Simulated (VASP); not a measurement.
# CaF2 (Fluorite) (Fm-3m) in VASP: a series of runs

The runs below take CaF2 (Fluorite) through single point, with revPBE, PBEsol, r2SCAN.

Program: VASP 6.6.1. These are calculated values, not measurements. Logs are shortened: lines on timing, memory, paths and dates and some standing lists are left out, and cuts for length are marked.

### 1 The cell of the first run

The structure is cubic, space group Fm-3m (No. 225). Conventional cell: a = 5.462 Å, b = 5.462 Å, c = 5.462 Å, α = 90.00°, β = 90.00°, γ = 90.00°. Ca (site symmetry m-3m) has 8 F at 2.37 Å within 3.1 Å. F (site symmetry -43m) has 4 Ca at 2.37 Å and 6 F at 2.73 Å within 3.1 Å.

### 2 Single point, revPBE

INCAR reads:

```
PREC = Accurate
ENCUT = 600
EDIFF = 1E-6
ISMEAR = -1
SIGMA = 0.05
LREAL = False
LASPH = True
NELM = 120
ALGO = Normal
ISIF = 2
LWAVE = False
LCHARG = True
GGA = RE
LELF = True
LVHAR = True
NBANDS = 19
GGA_COMPAT = False
```

KPOINTS reads:

```
Automatic mesh
0
Gamma
  6 6 6
```

POSCAR reads:

```
CaF2
1.0
    0.0000000000      2.7310000000      2.7310000000
    2.7310000000      0.0000000000      2.7310000000
    2.7310000000      2.7310000000      0.0000000000
Ca F
1 2
Direct
    0.0000000000      0.0000000000      0.0000000000
    0.2500000000      0.2500000000      0.2500000000
    0.7500000000      0.7500000000      0.7500000000
```

Potentials or basis: VASP PAW PBE potentials, release 64 (Ca_sv, F).

The run is started by

```
$ cat potpaw_PBE.64/Ca_sv/POTCAR potpaw_PBE.64/F/POTCAR > POTCAR
$ mpirun -np 1 vasp_std > vasp.out
```

OUTCAR:

```text
PREC = Accurate
   ENCUT = 600
   EDIFF = 1E-6
   ISMEAR = -1
   LREAL = False
   LASPH = True
   NELM = 120
   ISIF = 2
   GGA = RE

 ion  position               nearest neighbor table
   1  0.000  0.000  0.000-   3 2.37   3 2.37   3 2.37   2 2.37   3 2.37   2 2.37   2 2.37   2 2.37

   2  0.250  0.250  0.250-   1 2.37   1 2.37   1 2.37   1 2.37
   3  0.750  0.750  0.750-   1 2.37   1 2.37   1 2.37   1 2.37

  LATTYP: Found a face centered cubic cell.
 ALAT       =     5.4620000000

  Lattice vectors:

 A1 = (   0.0000000000,   2.7310000000,   2.7310000000)
 A2 = (   2.7310000000,   0.0000000000,   2.7310000000)
 A3 = (   2.7310000000,   2.7310000000,   0.0000000000)

Analysis of symmetry for initial positions (statically):
=====================================================================
 Subroutine PRICEL returns:
 Original cell was already a primitive cell.

 Routine SETGRP: Setting up the symmetry group for a
 face centered cubic supercell.

 Subroutine GETGRP returns: Found 48 space group operations
 (whereof 48 operations were pure point group operations)
 out of a pool of 48 trial point group operations.

The static configuration has the point symmetry O_h .

Analysis of symmetry for dynamics (positions and initial velocities):
=====================================================================
 Subroutine PRICEL returns:
 Original cell was already a primitive cell.

 Routine SETGRP: Setting up the symmetry group for a
 face centered cubic supercell.

 Subroutine GETGRP returns: Found 48 space group operations
 (whereof 48 operations were pure point group operations)
 out of a pool of 48 trial point group operations.

The dynamic configuration has the point symmetry O_h .

 Subroutine INISYM returns: Found 48 space group operations
 (whereof 48 operations are pure point group operations),
 and found     1 'primitive' translations

----------------------------------------------------------------------------------------

                                     Primitive cell

  volume of cell :      40.7376

  direct lattice vectors                    reciprocal lattice vectors
     0.000000000  2.731000000  2.731000000    -0.183083120  0.183083120  0.183083120
     2.731000000  0.000000000  2.731000000     0.183083120 -0.183083120  0.183083120
     2.731000000  2.731000000  0.000000000     0.183083120  0.183083120 -0.183083120

  length of vectors
     3.862217239  3.862217239  3.862217239     0.317109265  0.317109265  0.317109265

  position of ions in fractional coordinates (direct lattice)
     0.000000000  0.000000000  0.000000000
     0.250000000  0.250000000  0.250000000
     0.750000000  0.750000000  0.750000000

  ion indices of the primitive-cell ions
   primitive index   ion index
                 1           1
                 2           2
                 3           3

----------------------------------------------------------------------------------------

 KPOINTS: Automatic mesh

Automatic generation of k-mesh.
 Grid dimensions read from file:
 generate k-points for:    6    6    6

 Generating k-lattice:

  Cartesian coordinates                     Fractional coordinates (reciprocal lattice)
    -0.030513853  0.030513853  0.030513853     0.166666667  0.000000000  0.000000000
     0.030513853 -0.030513853  0.030513853     0.000000000  0.166666667  0.000000000
     0.030513853  0.030513853 -0.030513853     0.000000000  0.000000000  0.166666667

  Length of vectors
     0.052851544  0.052851544  0.052851544

  Shift w.r.t. Gamma in fractional coordinates (k-lattice)
     0.000000000  0.000000000  0.000000000

 Subroutine IBZKPT returns following result:
 ===========================================

 Found     16 irreducible k-points:

 Following reciprocal coordinates:
            Coordinates               Weight
  0.000000  0.000000  0.000000      1.000000
  0.166667  0.000000  0.000000      8.000000
  0.333333  0.000000  0.000000      8.000000
  0.500000  0.000000  0.000000      4.000000
  0.166667  0.166667  0.000000      6.000000
  0.333333  0.166667  0.000000     24.000000
[... 8 lines left out ...]
 -0.333333  0.333333  0.166667     24.000000
 -0.333333  0.500000  0.166667     12.000000
   k-points           NKPTS =     16   k-points in BZ     NKDIM =     16   number of bands    NBANDS=     19
   number of dos      NEDOS =    301   number of ions     NIONS =      3
   total plane-waves  NPLWV =  32768
   dimension x,y,z NGX =    32 NGY =   32 NGZ =   32
   dimension x,y,z NGXF=    64 NGYF=   64 NGZF=   64
   ions per type =               1   2
   NGX,Y,Z   is equivalent  to a cutoff of  13.77, 13.77, 13.77 a.u.
   NGXF,Y,Z  is equivalent  to a cutoff of  27.55, 27.55, 27.55 a.u.
 SYSTEM =  unknown system
   PREC   = accura    normal or accurate (medium, high low for compatibility)
   ISTART =      0    job   : 0-new  1-cont  2-samecut
   ICHARG =      2    charge: 1-file 2-atom 10-const
   ISPIN  =      1    spin polarized calculation?
   LNONCOLLINEAR =      F non collinear calculations
   LSORBIT =      F    spin-orbit coupling
   LASPH  =      T    aspherical Exc in radial PAW
   ENCUT  =  600.0 eV  44.10 Ry    6.64 a.u.   7.71  7.71  7.71*2*pi/ulx,y,z
   NELM   =    120;   NELMIN=  2; NELMDL= -5     # of ELM steps
   EDIFF  = 0.1E-05   stopping-criterion for ELM
   LREAL  =      F    real-space projection
   EDIFFG = 0.1E-04   stopping-criterion for IOM
   NSW    =      0    number of steps for IOM
   IBRION =     -1    ionic relax: 0-MD 1-quasi-New 2-CG
   NFREE  =      0    steps in history (QN), initial steepest desc. (CG)
   ISIF   =      2    stress and relaxation
   ISYM   =      2    0-nonsym 1-usesym 2-fastsym
   POTIM  = 0.5000    time-step for ionic-motion
   TEBEG  =    0.0;   TEEND  =   0.0 temperature during run
   PSTRESS=    0.0 pullay stress
   NELECT =      24.0000    total number of electrons
   NUPDOWN=      -1.0000    fix difference up-down
   EMIN   =  10.00;   EMAX   =-10.00  energy-range for DOS
   EFERMI =   0.00;   METHOD = LEGACY
   ISMEAR =    -1;   SIGMA  =   0.05  broadening in eV -4-tet -1-fermi 0-gaus
   EFERMI_NEDOS =   21; number of points for ismear=-14 and -15
   IALGO  =     38    algorithm
   IMIX   =      4    mixing-type and parameters
     AMIX     =   0.40;   BMIX     =  1.00
     AMIX_MAG =   1.60;   BMIX_MAG =  1.00
  volume/ion in A,a.u.               =      13.58        91.64
  Fermi-wavevector in a.u.,A,eV,Ry     =   1.372398  2.593457 25.626266  1.883477
  Thomas-Fermi vector in A             =   2.498009
   LORBIT       =      0    0 simple, 1 ext, 2 COOP (PROOUT), +10 PAW based schemes
   GGA     = RE    functional components
   LHFCALC =     F    Hartree Fock is set to
   AEXX    =    0.0000 exact exchange contribution
   IVDW    =     0    specifies the selected vdW correction
   LEPSILON=     F    determine dielectric tensor
   LRPA    =     F    only Hartree local field effects (RPA)
 non-spin polarized calculation
  energy-cutoff  :      600.00
  volume of cell :       40.74
 maximum number of plane-waves:      1380
   NGX = 15   NGY = 15   NGZ = 15

 number of electron      23.9999989 magnetization

 Free energy of the ion-electron system (eV)
  ---------------------------------------------------
  ext. energy  EPLUGINS =         0.00000000
  ---------------------------------------------------
  free energy    TOTEN  =       -16.51637615 eV

  energy without entropy =      -16.51637615  energy(sigma->0) =      -16.51637615

 E-fermi :   0.2920     XC(G=0):  -9.2968

 val. band max:       -0.8166440208   @ k =   0.5000   0.5000   0.0000
 cond. band min:       6.7457173791   @ k =   0.0000   0.0000   0.0000
 fundamental gap:      7.5623613999
 Fermi energy:         0.2919918677

 k-point     1 :       0.0000    0.0000    0.0000
  band No.  band energies     occupation
      1     -36.9737      2.00000
      2     -20.8315      2.00000
      3     -20.0728      2.00000
      4     -17.8661      2.00000
      5     -17.8661      2.00000
      6     -17.8661      2.00000
[... 11 lines left out ...]
     18      10.4132      0.00000
     19      16.4134      0.00000

 k-point     2 :       0.1667    0.0000    0.0000
  band No.  band energies     occupation
      1     -36.9656      2.00000
      2     -20.8932      2.00000
      3     -20.1436      2.00000
      4     -17.8763      2.00000
      5     -17.8763      2.00000
      6     -17.7501      2.00000
[... 11 lines left out ...]
     18      10.3453      0.00000
     19      15.2813      0.00000

 k-point     3 :       0.3333    0.0000    0.0000
  band No.  band energies     occupation
      1     -36.9494      2.00000
      2     -20.9564      2.00000
      3     -20.3498      2.00000
      4     -17.8966      2.00000
      5     -17.8966      2.00000
      6     -17.5063      2.00000
[... 11 lines left out ...]
     18      10.2104      0.00000
     19      13.6752      0.00000

 k-point     4 :       0.5000    0.0000    0.0000
  band No.  band energies     occupation
      1     -36.9412      2.00000
      2     -20.9501      2.00000
      3     -20.4905      2.00000
      4     -17.9066      2.00000
      5     -17.9066      2.00000
      6     -17.3814      2.00000
[... 11 lines left out ...]
     18      10.2429      0.00000
     19      13.0819      0.00000

 k-point     5 :       0.1667    0.1667    0.0000
  band No.  band energies     occupation
      1     -36.9629      2.00000
      2     -20.9233      2.00000
      3     -20.1496      2.00000
      4     -17.8914      2.00000
      5     -17.8914      2.00000
      6     -17.6956      2.00000
[... 11 lines left out ...]
     18      10.3044      0.00000
     19      15.9134      0.00000
[... 158 lines left out ...]
      2     -21.1551      2.00000
      3     -20.3701      2.00000
      4     -17.9668      2.00000
      5     -17.9668      2.00000
      6     -17.2109      2.00000
[... 11 lines left out ...]
     18      12.6999      0.00000
     19      14.2111      0.00000

 k-point    14 :       0.5000    0.3333    0.1667
  band No.  band energies     occupation
      1     -36.9386      2.00000
      2     -20.9784      2.00000
      3     -20.5039      2.00000
      4     -17.9338      2.00000
      5     -17.7645      2.00000
      6     -17.4631      2.00000
[... 11 lines left out ...]
     18      11.3175      0.00000
     19      14.7043      0.00000

 k-point    15 :      -0.3333    0.3333    0.1667
  band No.  band energies     occupation
      1     -36.9332      2.00000
      2     -20.8486      2.00000
      3     -20.7390      2.00000
      4     -17.9477      2.00000
      5     -17.6229      2.00000
      6     -17.5026      2.00000
[... 11 lines left out ...]
     18      12.6693      0.00000
     19      13.9547      0.00000

 k-point    16 :      -0.3333    0.5000    0.1667
  band No.  band energies     occupation
      1     -36.9305      2.00000
      2     -20.9924      2.00000
      3     -20.6092      2.00000
      4     -17.9685      2.00000
      5     -17.7339      2.00000
      6     -17.3652      2.00000
[... 11 lines left out ...]
     18      13.9384      0.00000
     19      13.9686      0.00000

------------------------ aborting loop because EDIFF is reached ----------------------------------------

  FORCE on cell =-STRESS in cart. coord.  units (eV):
  Direction    XX          YY          ZZ          XY          YZ          ZX
  --------------------------------------------------------------------------------------
  -------------------------------------------------------------------------------------
  Total        1.4346570      1.4346570      1.4346570     -0.0000000      0.0000000      0.0000000
  in kB       56.4239621     56.4239621     56.4239621     -0.0000000      0.0000000      0.0000000
  external PRESSURE =      56.4239621 kB  Pullay stress =       0.0000000 kB

 VOLUME and BASIS-vectors are now :
 -----------------------------------------------------------------------------
  energy-cutoff  :      600.00
  volume of cell :       40.74
      direct lattice vectors                 reciprocal lattice vectors
     0.000000000  2.731000000  2.731000000    -0.183083120  0.183083120  0.183083120
     2.731000000  0.000000000  2.731000000     0.183083120 -0.183083120  0.183083120
     2.731000000  2.731000000  0.000000000     0.183083120  0.183083120 -0.183083120

 POSITION                                       TOTAL-FORCE (eV/Angst)
 -----------------------------------------------------------------------------------
      0.00000      0.00000      0.00000        -0.000000      0.000000     -0.000000
      1.36550      1.36550      1.36550        -0.000000     -0.000000     -0.000000
      4.09650      4.09650      4.09650         0.000000      0.000000      0.000000
 -----------------------------------------------------------------------------------
    total drift:                                0.000000     -0.000000      0.000000

  FREE ENERGIE OF THE ION-ELECTRON SYSTEM (eV)
  ---------------------------------------------------
  free  energy   TOTEN  =       -16.5163761451 eV

  energy  without entropy=      -16.5163761451  energy(sigma->0) =      -16.51637615
```

Run time: 14 s. Hardware: 1 thread of Intel Xeon 6975P-C, shared host; peak memory 0.18 GiB.

What came out:

```
Free energy            : -16.5164 eV
Pressure               : 5.6 GPa
Band gap on the k mesh : 7.56 eV, indirect (least direct gap 7.82 eV)
```

Levels at points of the mesh, in eV from the valence-band top:
```csv
k point,band 9,band 10,band 11,band 12,band 13,band 14,band 15,band 16
"(0.00, 0.00, 0.00)",-2.09,-0.25,-0.25,-0.25,7.56,9.23,9.23,11.23
"(0.50, 0.00, 0.00)",-1.27,-1.21,-0.83,-0.83,9.45,9.45,9.79,10.96
"(0.50, 0.50, 0.00)",-1.63,-0.36,-0.36,0.00,8.28,9.55,10.11,10.87
```

Caveat: the PAW data sets were made with another functional, which shifts forces and pressure a little.

### 3 Single point, PBEsol

INCAR: that of step 2 with these lines changed.

```diff
@@ -12,3 +12,3 @@
 LCHARG = True
-GGA = RE
+GGA = PS
 LELF = True
```

KPOINTS reads:

```
regular mesh
0
Gamma
  6 6 6
```

POSCAR is that of step 2.

Potentials or basis: VASP PAW PBE potentials, release 64 (Ca_sv, F).

The run is started by

```
$ cat potpaw_PBE.64/Ca_sv/POTCAR potpaw_PBE.64/F/POTCAR > POTCAR
$ mpirun -np 1 vasp_std > vasp.out
```

Wall time 12 s (1 thread of Intel Xeon 6975P-C, shared host); peak memory 0.18 GiB.

The run converged. Its results:

```
Free energy            : -17.9027 eV
Pressure               : -1.7 GPa
Band gap on the k mesh : 7.09 eV, indirect (least direct gap 7.35 eV)
```

Levels at points of the mesh, in eV from the valence-band top:
| k point | band 9 | band 10 | band 11 | band 12 | band 13 | band 14 | band 15 | band 16 |
| --- | --- | --- | --- | --- | --- | --- | --- | --- |
| (0.00, 0.00, 0.00) | -2.14 | -0.26 | -0.26 | -0.26 | 7.09 | 9.12 | 9.12 | 11.23 |
| (0.50, 0.00, 0.00) | -1.31 | -1.26 | -0.85 | -0.85 | 9.35 | 9.35 | 9.70 | 10.54 |
| (0.50, 0.50, 0.00) | -1.67 | -0.37 | -0.37 | 0.00 | 8.02 | 9.47 | 10.07 | 10.86 |

Caveat: the PAW data sets were made with another functional, which shifts forces and pressure a little.

### 4 Single point, r2SCAN

POSCAR is that of step 3.

INCAR.step1 reads:

```
SYSTEM = CaF2
PREC = Accurate
ENCUT = 660
ISMEAR = -1
SIGMA = 0.05
LREAL = .False.
LASPH = .True.
NELM = 120
NBANDS = 19
GGA = PE
ALGO = Normal
EDIFF = 1E-5
LWAVE = .True.
LCHARG = .False.
GGA_COMPAT = .False.
```

INCAR.step2 reads:

```
SYSTEM = CaF2
PREC = Accurate
ENCUT = 660
EDIFF = 1E-6
ISMEAR = -1
SIGMA = 0.05
LREAL = .False.
LASPH = .True.
NELM = 120
ALGO = Normal
ISIF = 2
LWAVE = .False.
LCHARG = .False.
METAGGA = R2SCAN
LMIXTAU = .True.
NBANDS = 19
ISTART = 1
GGA_COMPAT = .False.
```

KPOINTS reads:

```
Automatic mesh
0
Gamma
  6 6 6
  0 0 0
```

The run is started by

```
$ cat potpaw_PBE.64/Ca_sv/POTCAR potpaw_PBE.64/F/POTCAR > POTCAR
$ cp INCAR.step1 INCAR
$ mpirun -np 1 vasp_std > vasp.out
$ cp INCAR.step2 INCAR
$ mpirun -np 1 vasp_std > vasp.out
```

Wall time 44 s (1 thread of Intel Xeon 6975P-C, shared host); peak memory 0.19 GiB.

It converged, with:

```yaml
Free_energy: -25.9598 eV
Pressure: -0.7 GPa
Band_gap_on_the_k_mesh: 7.95 eV, indirect (least direct gap 8.21 eV)
```

Levels at points of the mesh, in eV from the valence-band top:
```csv
k point,band 8,band 9,band 10,band 11,band 12,band 13,band 14,band 15,band 16,band 17
"(0.00, 0.00, 0.00)",-2.10,-2.10,-0.26,-0.26,-0.26,7.95,10.01,10.01,12.16,12.16
"(0.50, 0.00, 0.00)",-1.50,-1.27,-1.24,-0.84,-0.84,10.20,10.20,10.67,11.23,11.89
"(0.50, 0.50, 0.00)",-1.65,-1.65,-0.35,-0.35,0.00,8.76,10.44,10.93,11.80,11.80
```

Caveat: the PAW data sets were made with another functional, which shifts forces and pressure a little. A k mesh can miss the band edges.

### 5 Overview

| level | cutoff (eV) | gap on the mesh (eV) | pressure (GPa) |
| --- | --- | --- | --- |
| revPBE | 600 | 7.56 | 5.6 |
| PBEsol | 600 | 7.09 | -1.7 |
| r2SCAN | 660 | 7.95 | -0.7 |

Alike in all rows: task single point; potentials or basis VASP PAW PBE potentials, release 64 (Ca_sv, F); no spin polarisation; cell as given; k mesh 6 × 6 × 6; smearing fermi-dirac 0.05 eV.

On the cell as given the gap runs from 7.09 eV (PBEsol) to 7.95 eV (r2SCAN). The pressure there spans -1.7 GPa (PBEsol) to 5.6 GPa (revPBE); a positive pressure means that this level wants a larger cell, a negative one a smaller.

Caveats: the PAW data sets were made with another functional, which shifts forces and pressure a little.

Absolute energies hang on the potentials; compare differences alone.
